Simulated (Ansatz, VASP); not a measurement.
# LaTl3 in VASP and in Ansatz

```
La Tl
1.0
     4.89312    0.00000    0.00000
     0.00000    4.89312    0.00000
     0.00000    0.00000    4.89312
La Tl
1 3
Direct
  0.00000 0.00000 0.00000
  0.00000 0.50000 0.50000
  0.50000 0.00000 0.50000
  0.50000 0.50000 0.00000
```

Change from the starting cell: volume scaled by 1.06, crystal datasets.

Alike in both runs: task electric field gradients; functional PBEsol; k mesh 8 × 8 × 8; occupations fermi-dirac, width 0.05 eV; no spin polarisation.

|  | VASP | Ansatz |
| --- | --- | --- |
| version | VASP 6.6.1 | Ansatz 0.2.0 |
| potentials or method | VASP PAW PBE potentials, release 64 (La, Tl_d), cutoff 520 eV | all-electron PAW with datasets made for the crystal, scalar-relativistic |

```tsv
	VASP	Ansatz	Ansatz less VASP
pressure (GPa)	-2.9	-2.8	+0.10
size of Vzz on the site where it differs most (V/Å²)	253.1	247.0	-6.12
```

VASP's potentials were made for PBE, not for PBEsol. Ansatz ran all-electron here, and VASP with PAW potentials.

Spin-orbit coupling is off throughout.
